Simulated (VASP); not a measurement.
# MnPt2 (P-3m1) in VASP: settings compared

The runs below take MnPt2 through single point, with PBE, PBE+D4, PBEsol, LDA.

All numbers are computed with VASP 6.6.1; they aren't measurements. Logs are shortened: lines on timing, memory, paths and dates and some standing lists are left out, and cuts for length are marked.

**1. The cell of the first run**

It takes space group P-3m1 (No. 164, trigonal). The conventional cell has a = 2.858 Å, b = 2.858 Å, c = 6.533 Å, α = 90.00°, β = 90.00°, γ = 120.00°. Pt (site symmetry 3m) has 3 Mn at 2.64 Å and 9 Pt at 2.86 to 2.91 Å within 3.5 Å. Mn (site symmetry -3m) has 6 Pt at 2.64 Å and 6 Mn at 2.86 Å within 3.5 Å.

**2. Single point, PBE, collinear spin, ferromagnetic start**

Input file INCAR:

```
SYSTEM = MnPt2
ALGO     = Normal         ! electronic algorithm
EDIFF    = 1E-6           ! SCF threshold, eV
ENCUT    = 520            ! plane-wave cutoff, eV
GGA      = PE             ! functional
ISIF     = 2              ! what is computed and relaxed
ISMEAR   = -1             ! smearing method
ISPIN    = 2              ! spin polarisation
LASPH    = .True.         ! aspherical terms in the spheres
LCHARG   = .True.         ! write CHGCAR
LELF     = .True.         ! ELF
LMAXMIX  = 4              ! l up to which the mixer works
LORBIT   = 11             ! projections on sites
LREAL    = .False.        ! projectors in reciprocal space
LVHAR    = .True.       
LWAVE    = .False.        ! write WAVECAR
MAGMOM   = 0 0 6          ! initial moments
NBANDS   = 28             ! bands
NELM     = 150            ! most SCF steps
NUPDOWN  = 6.0            ! fixed moment
PREC     = Accurate       ! precision mode
SIGMA    = 0.05           ! smearing width, eV
```

Input file KPOINTS:

```
k-points
0
Gamma
  9 9 4
  0 0 0
```

Input file POSCAR:

```
MnPt2
1.0
    2.8584044518      0.0000000000      0.0000000000
   -1.4292022259      2.4754508696      0.0000000000
    0.0000000000      0.0000000000      6.5325040000
Pt Mn
2 1
Direct
    0.6666666667      0.3333333333      0.3162060000
    0.3333333333      0.6666666667      0.6837940000
    0.0000000000      0.0000000000      0.0000000000
```

Potentials or basis: VASP PAW PBE potentials, release 64 (Pt, Mn_pv).

Command:

```
cat potpaw_PBE.64/Pt/POTCAR potpaw_PBE.64/Mn_pv/POTCAR > POTCAR
mpirun -np 1 vasp_std > vasp.out
```

OUTCAR:

```text
SYSTEM = MnPt2
   EDIFF = 1E-6
   ENCUT = 520
   GGA = PE
   ISIF = 2
   ISMEAR = -1
   ISPIN = 2
   LASPH = .True.
   LORBIT = 11
   LREAL = .False.
   NELM = 150
   NUPDOWN = 6.0
   PREC = Accurate

 ion  position               nearest neighbor table
   1  0.667  0.333  0.316-   3 2.64   3 2.64   3 2.64   2 2.91   2 2.91   2 2.91
   2  0.333  0.667  0.684-   3 2.64   3 2.64   3 2.64   1 2.91   1 2.91   1 2.91
   3  0.000  0.000  0.000-   1 2.64   2 2.64   1 2.64   2 2.64   1 2.64   2 2.64

  LATTYP: Found a hexagonal cell.
 ALAT       =     2.8584044518
 C/A-ratio  =     2.2853672775

  Lattice vectors:

 A1 = (   2.8584044518,   0.0000000000,   0.0000000000)
 A2 = (  -1.4292022259,   2.4754508696,   0.0000000000)
 A3 = (   0.0000000000,   0.0000000000,   6.5325040000)

Analysis of symmetry for initial positions (statically):
=====================================================================
 Subroutine PRICEL returns:
 Original cell was already a primitive cell.

 Routine SETGRP: Setting up the symmetry group for a
 hexagonal supercell.

 Subroutine GETGRP returns: Found 12 space group operations
 (whereof 12 operations were pure point group operations)
 out of a pool of 24 trial point group operations.

The static configuration has the point symmetry D_3d.

Analysis of symmetry for dynamics (positions and initial velocities):
=====================================================================
 Subroutine PRICEL returns:
 Original cell was already a primitive cell.

 Routine SETGRP: Setting up the symmetry group for a
 hexagonal supercell.

 Subroutine GETGRP returns: Found 12 space group operations
 (whereof 12 operations were pure point group operations)
 out of a pool of 24 trial point group operations.

The dynamic configuration has the point symmetry D_3d.

Analysis of structural, dynamic, and magnetic symmetry:
=====================================================================
 Subroutine PRICEL returns:
 Original cell was already a primitive cell.

 Routine SETGRP: Setting up the symmetry group for a
 hexagonal supercell.

 Subroutine GETGRP returns: Found 12 space group operations
 (whereof 12 operations were pure point group operations)
 out of a pool of 24 trial point group operations.

The overall configuration has the point symmetry D_3d.

 Subroutine INISYM returns: Found 12 space group operations
 (whereof 12 operations are pure point group operations),
 and found     1 'primitive' translations

----------------------------------------------------------------------------------------

[... 120 lines left out ...]
   LHFCALC =     F    Hartree Fock is set to
   AEXX    =    0.0000 exact exchange contribution
   IVDW    =     0    specifies the selected vdW correction
   LEPSILON=     F    determine dielectric tensor
   LRPA    =     F    only Hartree local field effects (RPA)
 spin polarized calculation
  energy-cutoff  :      520.00
  volume of cell :       46.22
 maximum number of plane-waves:      1260
 NGX is ok and might be reduce to    24
   NGX = 11   NGY = 11   NGZ = 25

 number of electron      32.9999989 magnetization       5.9999995

 Free energy of the ion-electron system (eV)
  ---------------------------------------------------
  ext. energy  EPLUGINS =         0.00000000
  ---------------------------------------------------
  free energy    TOTEN  =       -21.10085211 eV

  energy without entropy =      -21.08156221  energy(sigma->0) =      -21.09120716

 E-fermi :   8.7751     XC(G=0): -12.8375

 val. band max:       10.7913670147   @ k =   0.2222   0.2222   0.2500
 cond. band min:       8.7805242422   @ k =   0.2222   0.1111   0.0000
 fundamental gap:     -2.0108427725
 Fermi energy:        10.8147136132

 spin component 1

 k-point     1 :       0.0000    0.0000    0.0000
  band No.  band energies     occupation
      1     -40.1884      1.00000
      2     -40.1884      1.00000
      3     -40.1523      1.00000
      4       0.1423      1.00000
      5       2.4033      1.00000
      6       3.6031      1.00000
[... 733 lines left out ...]
     27      24.5089      0.00000
     28      24.9233      0.00000

 [... further k-points ...]

 spin component 2

 k-point     1 :       0.0000    0.0000    0.0000
  band No.  band energies     occupation
      1     -35.9106      1.00000
      2     -35.8938      1.00000
      3     -35.8938      1.00000
      4       0.5911      1.00000
      5       2.8028      1.00000
      6       4.6680      1.00000
[... 733 lines left out ...]
     27      25.2130      0.00000
     28      25.5765      0.00000

 [... further k-points ...]

------------------------ aborting loop because EDIFF is reached ----------------------------------------

  FORCE on cell =-STRESS in cart. coord.  units (eV):
  Direction    XX          YY          ZZ          XY          YZ          ZX
  --------------------------------------------------------------------------------------
  -------------------------------------------------------------------------------------
  Total        1.0647631      1.0647631      2.7737247      0.0000000      0.0000000      0.0000000
  in kB       36.9067590     36.9067590     96.1426885      0.0000000      0.0000000      0.0000000
  external PRESSURE =      56.6520688 kB  Pullay stress =       0.0000000 kB

 VOLUME and BASIS-vectors are now :
 -----------------------------------------------------------------------------
  energy-cutoff  :      520.00
  volume of cell :       46.22
      direct lattice vectors                 reciprocal lattice vectors
     2.858404452  0.000000000  0.000000000     0.349845523  0.201983407  0.000000000
    -1.429202226  2.475450870  0.000000000     0.000000000  0.403966814  0.000000000
     0.000000000  0.000000000  6.532504000     0.000000000  0.000000000  0.153080656

 POSITION                                       TOTAL-FORCE (eV/Angst)
 -----------------------------------------------------------------------------------
      1.42920      0.82515      2.06562         0.000000     -0.000000      0.290035
     -0.00000      1.65030      4.46689        -0.000000      0.000000     -0.290035
      0.00000      0.00000      0.00000         0.000000      0.000000      0.000000
 -----------------------------------------------------------------------------------
    total drift:                                0.000000     -0.000000     -0.000000

  FREE ENERGIE OF THE ION-ELECTRON SYSTEM (eV)
  ---------------------------------------------------
  free  energy   TOTEN  =       -21.1008521086 eV

  energy  without entropy=      -21.0815622098  energy(sigma->0) =      -21.09120716

 total charge

# of ion       s       p       d       tot
------------------------------------------
    1        0.666   0.548   8.009   9.223
    2        0.666   0.548   8.009   9.223
    3        0.322   6.278   4.953  11.553
--------------------------------------------------
tot          1.655   7.374  20.971  30.000

 magnetization (x)

# of ion       s       p       d       tot
------------------------------------------
    1        0.008   0.050   0.774   0.832
    2        0.008   0.050   0.774   0.832
    3        0.033   0.050   3.948   4.031
--------------------------------------------------
tot          0.048   0.150   5.495   5.694
```

OSZICAR:

```text
N       E                     dE             d eps       ncg     rms          rms(c)
DAV:   1     0.284315230864E+03    0.28432E+03   -0.17074E+04  4848   0.127E+03
DAV:   2    -0.920138871717E+01   -0.29352E+03   -0.27728E+03  4888   0.347E+02
DAV:   3    -0.213996472541E+02   -0.12198E+02   -0.11990E+02  5300   0.776E+01
DAV:   4    -0.215361013061E+02   -0.13645E+00   -0.13636E+00  5504   0.802E+00
DAV:   5    -0.215385912789E+02   -0.24900E-02   -0.24899E-02  5268   0.111E+00    0.221E+01
DAV:   6    -0.208010047197E+02    0.73759E+00   -0.29030E+00  5268   0.179E+01    0.103E+01
DAV:   7    -0.210964405577E+02   -0.29544E+00   -0.11105E+00  5140   0.113E+01    0.689E+00
DAV:   8    -0.211157681249E+02   -0.19328E-01   -0.39272E-01  5260   0.760E+00    0.398E+00
DAV:   9    -0.211011587659E+02    0.14609E-01   -0.11354E-01  5460   0.464E+00    0.158E+00
DAV:  10    -0.211002461935E+02    0.91257E-03   -0.13115E-02  5244   0.112E+00    0.411E-01
DAV:  11    -0.211008470594E+02   -0.60087E-03   -0.83581E-04  5372   0.221E-01    0.928E-02
DAV:  12    -0.211008480357E+02   -0.97626E-06   -0.16942E-04  5512   0.167E-01    0.384E-02
DAV:  13    -0.211008505045E+02   -0.24688E-05   -0.39143E-05  5416   0.462E-02    0.111E-02
DAV:  14    -0.211008522031E+02   -0.16986E-05   -0.44195E-06  5292   0.181E-02    0.567E-03
DAV:  15    -0.211008521086E+02    0.94442E-07   -0.53625E-07  3028   0.878E-03
   1 F= -.21100852E+02 E0= -.21091207E+02  d E =-.192899E-01  mag=     6.0000
```

stdout:

```text
POSCAR found type information on POSCAR PtMn
 POSCAR found :  2 types and       3 ions
 scaLAPACK will be used
 LDA part: xc-table for (Slater+PW92), standard interpolation
 POSCAR, INCAR and KPOINTS ok, starting setup
 FFT: planning ... GRIDC
 FFT: planning ... GRID_SOFT
 FFT: planning ... GRID
 WAVECAR not read
 entering main loop
```

Wall time 44 s (1 thread of Intel Xeon 6975P-C (Granite Rapids), shared host); peak memory 0.24 GiB.

Results:

```yaml
Free_energy: -21.1009 eV
Pressure: 5.7 GPa
Largest_force: 0.290 eV/Å
Net_moment: 6.00 μB per cell
Site_moments: Pt +0.83; Mn +4.03 μB
Valence_electrons_inside_the_program's_atomic_spheres: Pt 9.22; Mn 11.55
```

Forces in eV/Å, atoms in the order of the input:
```
Pt   0.000  0.000  0.290
Pt   0.000  0.000 -0.290
Mn   0.000  0.000  0.000
```

Caveat: the stress differs along the axes, from 4 to 10 GPa; spin-orbit coupling is left out, which moves the levels of the heavy elements; the total moment is fixed, so each spin has its own Fermi level and the state may be an excited one.

(Part 1 of 3 ends here.)
